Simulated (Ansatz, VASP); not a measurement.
## Two plane-wave programs on SiC

```
Si C
1.0
     3.07600    0.00000    0.00000
    -1.53800    2.66389    0.00000
     0.00000    0.00000    5.04800
Si C
2 2
Direct
  0.33333 0.66667 0.00450
  0.66667 0.33333 0.50450
  0.33333 0.66667 0.38050
  0.66667 0.33333 0.88050
```

Alike in both runs: functional PBE; k mesh 16 × 16 × 9; occupations fermi-dirac, width 0.02 eV; no spin polarisation.

Ansatz relaxed the structure, and its values are those at the end. VASP's run is a single point on that final structure, the one shown.

|  | VASP | Ansatz |
| --- | --- | --- |
| version | VASP 6.6.1 | Ansatz 0.2.0 |
| potentials or method | VASP PAW PBE potentials, release 64 (Si, C) | plane-wave PAW, scalar-relativistic |
| plane-wave cutoff (eV) | 520 | 420 |
| valence electrons in the cell | 16 | 16 |

|  | VASP | Ansatz | Ansatz less VASP |
| --- | --- | --- | --- |
| gap on the k mesh at the Fermi level (eV) | 2.34 | 2.35 | +0.003 |
| pressure (GPa) | 3.4 | 3.4 | +0.05 |
| rms of the force components (eV/Å) | 0.011 | 0.011 | 0.0000 |

The functional is the same, so the differences come from potentials, cutoffs and numerics. Ansatz's warnings: stress scf threshold loose.
